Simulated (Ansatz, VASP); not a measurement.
In2O3: VASP beside Ansatz

```
In O
1.0
     2.74350    1.58396    4.83667
    -2.74350    1.58396    4.83667
     0.00000   -3.16792    4.83667
In O
4 6
Direct
  0.35731 0.35731 0.35731
  0.14269 0.14269 0.14269
  0.64269 0.64269 0.64269
  0.85731 0.85731 0.85731
  0.54800 0.95200 0.25000
  0.25000 0.54800 0.95200
  0.95200 0.25000 0.54800
  0.45200 0.04800 0.75000
  0.75000 0.45200 0.04800
  0.04800 0.75000 0.45200
```

Alike in both runs: task relaxation of cell and atoms; functional PBE; k mesh 6 × 6 × 6; occupations gaussian, width 0.1 eV; no spin polarisation.

```csv
,VASP,Ansatz
version,VASP 6.6.1,Ansatz 0.2.0
potentials or method,"VASP PAW PBE potentials, release 64 (In_d, O), cutoff 600 eV","scalar-relativistic, plane waves, PAW"
valence electrons in the cell,88,88
```

VASP gave:

- gap on the k mesh at the Fermi level, each at its own relaxed structure (eV): 0.95
- relaxed volume (Å³/atom): 13.26
- relaxed cell length with the largest relative difference (Å): 5.875

What did Ansatz give for the same quantities?

gap on the k mesh at the Fermi level, each at its own relaxed structure (eV): 0.98; relaxed volume (Å³/atom): 13.21; relaxed cell length with the largest relative difference (Å): 5.870.
